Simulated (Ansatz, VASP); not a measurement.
# HfO2 in VASP and in Ansatz

File INCAR:

```
PREC = Accurate
ENCUT = 520
EDIFF = 1E-6
ISMEAR = 0
SIGMA = 0.01
LREAL = False
LASPH = True
NELM = 80
ALGO = Normal
ISIF = 2
LWAVE = False
LCHARG = False
GGA = PE
NBANDS = 56
```

Contents of KPOINTS:

```
Automatic mesh
0
Gamma
  4 4 4
```

POSCAR

```
HfO2
1.0
    5.1019000000      0.0000000000      0.0000000000
    0.0000000000      5.1540000000      0.0000000000
    0.0000000000      0.0000000000      5.1036000000
Hf O
4 8
Direct
    0.0003000000      0.2620000000      0.1926000000
    0.9997000000      0.7380000000      0.6926000000
    0.5003000000      0.7380000000      0.1926000000
    0.4997000000      0.2620000000      0.6926000000
    0.2223000000      0.0301000000      0.9231000000
    0.7777000000      0.9699000000      0.4231000000
    0.7223000000      0.9699000000      0.9231000000
    0.2777000000      0.0301000000      0.4231000000
    0.2490000000      0.4928000000      0.4451000000
    0.7510000000      0.5072000000      0.9451000000
    0.7490000000      0.5072000000      0.4451000000
    0.2510000000      0.4928000000      0.9451000000
```

Input for Ansatz:

```yaml
crystal:
  lattice:
    - [5.1019, 0.0, 0.0]
    - [0.0, 5.154, 0.0]
    - [0.0, 0.0, 5.1036]
  atoms:
    - { symbol: Hf, position: [0.0003, 0.262, 0.1926] }
    - { symbol: Hf, position: [0.9997, 0.738, 0.6926] }
    - { symbol: Hf, position: [0.5003, 0.738, 0.1926] }
    - { symbol: Hf, position: [0.4997, 0.262, 0.6926] }
    - { symbol: O, position: [0.2223, 0.0301, 0.9231] }
    - { symbol: O, position: [0.7777, 0.9699, 0.4231] }
    - { symbol: O, position: [0.7223, 0.9699, 0.9231] }
    - { symbol: O, position: [0.2777, 0.0301, 0.4231] }
    - { symbol: O, position: [0.249, 0.4928, 0.4451] }
    - { symbol: O, position: [0.751, 0.5072, 0.9451] }
    - { symbol: O, position: [0.749, 0.5072, 0.4451] }
    - { symbol: O, position: [0.251, 0.4928, 0.9451] }
scf:
  occupations: { method: fixed }
output:
  forces: true
  stress: true
  eigenvalues: true
  polarization: {}
  write_density: true
  write_potential: true
  elf: true
  volumetric_format: npy
hamiltonian:
  xc: pbe
basis:
  ecutwfc: 600
kpoints:
  mp_grid: { grid: [4, 4, 4] }
```

Alike in both runs: task single point; functional PBE; k mesh 4 × 4 × 4; no spin polarisation.

```csv
,VASP,Ansatz
version,VASP 6.6.1,Ansatz 0.2.0
potentials or method,"VASP PAW PBE potentials, release 64 (Hf_pv, O), cutoff 520 eV","scalar-relativistic, plane waves, PAW"
occupations,"gaussian, width 0.01 eV",fixed
valence electrons in the cell,88,152
```

```csv
,VASP,Ansatz,Ansatz less VASP
gap on the k mesh at the Fermi level (eV),3.57,3.59,+0.025
least direct gap on the mesh (eV),3.57,3.59,+0.020
pressure (GPa),-3.5,0.0,+3.44
"traceless stress, the component that is largest in VASP (GPa)",-1.29,-1.28,+0.010
rms of the force components (eV/Å),0.951,0.958,+0.0075
```

Atom by atom the forces differ by 0.028 eV/Å (rms over components). VASP's potentials hold 88 valence electrons a cell and Ansatz's 152, so a difference there can come from the potentials and not from the codes.

Neither program's run includes spin-orbit coupling.
